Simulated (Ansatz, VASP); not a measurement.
**Ta: VASP beside Ansatz**

```
Ta
1.0
    -1.70512    1.65948    1.53502
     1.70512   -1.65948    1.53502
     1.70512    1.65948   -1.53502
Ta
1
Direct
  0.00000 0.00000 0.00000
```

Change from the starting cell: normal strain along x +0.0275, normal strain along z -0.0750.

Alike in both runs: task single point; functional PBE; k mesh 18 × 18 × 18; occupations gaussian, width 0.15 eV; no spin polarisation.

|  | VASP | Ansatz |
| --- | --- | --- |
| version | VASP 6.6.1 | Ansatz 0.2.0 |
| potentials or method | VASP PAW PBE potentials, release 64 (Ta_pv), cutoff 520 eV | scalar-relativistic, plane waves, PAW |
| valence electrons in the cell | 11 | 13 |

```tsv
	VASP	Ansatz	Ansatz less VASP
gap on the k mesh at the Fermi level (eV)	none	none	-
pressure (GPa)	12.0	11.8	-0.17
traceless stress, the component that is largest in VASP (GPa)	5.50	5.52	+0.011
```

A gap of «none» marks a metal or a gap that the smearing closes. VASP's potentials hold 11 valence electrons a cell and Ansatz's 13, so a difference there can come from the potentials and not from the codes.

Spin-orbit coupling is off throughout.
